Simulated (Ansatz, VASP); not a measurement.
## Al2O3: VASP beside Ansatz

Contents of INCAR:

```
SYSTEM = Al2O3
  PREC = Accurate
  ENCUT = 520
  EDIFF = 1E-6
  ISMEAR = -1
  SIGMA = 0.03
  LREAL = .False.
  LASPH = .True.
  NELM = 60
  ALGO = Normal
  ISIF = 2
  LWAVE = .False.
  LCHARG = .False.
  GGA = PE
  NBANDS = 35
```

File KPOINTS:

```
regular mesh
0
Gamma
  4 4 4
  0 0 0
```

The input POSCAR:

```
Al2O3
1.0
    2.3802500000      1.3742379782      4.3318666667
   -2.3802500000      1.3742379782      4.3318666667
    0.0000000000     -2.7484759565      4.3318666667
Al O
4 6
Direct
    0.8521600000      0.8521600000      0.8521600000
    0.6478400000      0.6478400000      0.6478400000
    0.1478400000      0.1478400000      0.1478400000
    0.3521600000      0.3521600000      0.3521600000
    0.0566800000      0.7500000000      0.4433200000
    0.7500000000      0.4433200000      0.0566800000
    0.4433200000      0.0566800000      0.7500000000
    0.9433200000      0.2500000000      0.5566800000
    0.2500000000      0.5566800000      0.9433200000
    0.5566800000      0.9433200000      0.2500000000
```

The input input.yaml:

```yaml
crystal:
  lattice:
    - [2.38025, 1.3742379782, 4.3318666667]
    - [-2.38025, 1.3742379782, 4.3318666667]
    - [0.0, -2.7484759565, 4.3318666667]
  atoms:
    - { symbol: Al, position: [0.85216, 0.85216, 0.85216] }
    - { symbol: Al, position: [0.64784, 0.64784, 0.64784] }
    - { symbol: Al, position: [0.14784, 0.14784, 0.14784] }
    - { symbol: Al, position: [0.35216, 0.35216, 0.35216] }
    - { symbol: O, position: [0.05668, 0.75, 0.44332] }
    - { symbol: O, position: [0.75, 0.44332, 0.05668] }
    - { symbol: O, position: [0.44332, 0.05668, 0.75] }
    - { symbol: O, position: [0.94332, 0.25, 0.55668] }
    - { symbol: O, position: [0.25, 0.55668, 0.94332] }
    - { symbol: O, position: [0.55668, 0.94332, 0.25] }
kpoints:
  mp_grid: { grid: [4, 4, 4] }
scf:
  occupations: { method: fermi_dirac, width: 0.03 }
hamiltonian:
  xc: pbe
  pseudopotentials: { kind: all_electron, lapw: { basis_error: 0.002 } }
output:
  forces: true
  stress: true
  eigenvalues: true
```

Alike in both runs: task single point; functional PBE; k mesh 4 × 4 × 4; occupations fermi-dirac, width 0.03 eV; no spin polarisation.

```csv
,VASP,Ansatz
version,VASP 6.6.1,Ansatz 0.2.0
potentials or method,"VASP PAW PBE potentials, release 64 (Al, O), cutoff 520 eV","all-electron LAPW, scalar-relativistic"
```

Ansatz gave:

```
gap on the k mesh at the Fermi level (eV)                     : 6.22
least direct gap on the mesh (eV)                             : 6.22
pressure (GPa)                                                : 7.4
traceless stress, the component that is largest in VASP (GPa) : -0.40
rms of the force components (eV/Å)                            : 0.014
```

Q: Estimate VASP's values.

A: gap on the k mesh at the Fermi level (eV): 6.22; least direct gap on the mesh (eV): 6.22; pressure (GPa): 7.2; traceless stress, the component that is largest in VASP (GPa): -0.42; rms of the force components (eV/Å): 0.015.

Atom by atom the forces differ by 0.002 eV/Å (rms over components). Ansatz ran all-electron here, and VASP with PAW potentials.
